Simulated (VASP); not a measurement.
Crystal: InWS4.

```
In W S
1.0
     4.35803    0.00000    0.00000
    -2.17902    3.77417    0.00000
     0.00000    0.00000    8.05184
In W S
1 1 4
Direct
  0.00000 0.00000 0.42204
  0.00000 0.00000 0.76119
  0.33333 0.66667 0.76552
  0.66667 0.33333 0.76552
  0.33333 0.66667 0.25303
  0.66667 0.33333 0.25303
```

- Program: VASP 6.6.1
- Task: relaxation of cell and atoms
- Functional: PBE
- Potentials or basis: VASP PAW PBE potentials, release 64 (In_d, W_sv, S)
- Cutoff: 600 eV
- k mesh: 6 × 6 × 2
- Occupations: gaussian, width 0.1 eV
- Spin: no spin polarisation

At the start: pressure 1.2 GPa; volume 22.07 Å³/atom.

Question: Where does the relaxation end?

Answer: Over 6 steps the energy falls by 5.1 meV/atom and the volume is 22.21 Å³/atom (+0.6 %); space group P6mm (No. 183, to 0.05 Å).

The path:
| step | energy change (eV) | largest force (eV/Å) | pressure (GPa) | volume (Å³) |
| --- | --- | --- | --- | --- |
| 1 | 0.0000 | 0.4858 | 1.19 | 132.44 |
| 2 | -0.0120 | 0.2943 | -1.22 | 135.60 |
| 3 | -0.0154 | 0.3542 | -0.47 | 134.58 |
| 4 | -0.0240 | 0.1681 | -0.29 | 134.17 |
| 5 | -0.0274 | 0.1948 | -0.06 | 133.69 |
| 6 | -0.0306 | 0.0396 | -0.08 | 133.25 |

Final structure:
```xyz
6
Lattice="4.3911 0.0000 0.0000 -2.1956 3.8028 0.0000 0.0000 0.0000 7.9797" Properties=species:S:1:pos:R:3 pbc="T T T"
In   -2.1956    3.8028    3.2949
W     0.0000    0.0000    6.0806
S     0.0000    2.5352    6.1125
S     2.1956    1.2676    6.1125
S     0.0000    2.5352    2.0483
S     2.1956    1.2676    2.0483
```

Caveat: the k points lie up to 0.39 Å⁻¹ apart in the final cell; this functional lacks dispersion, which binds the layers, so the pressure and a relaxed spacing across them are unreliable.
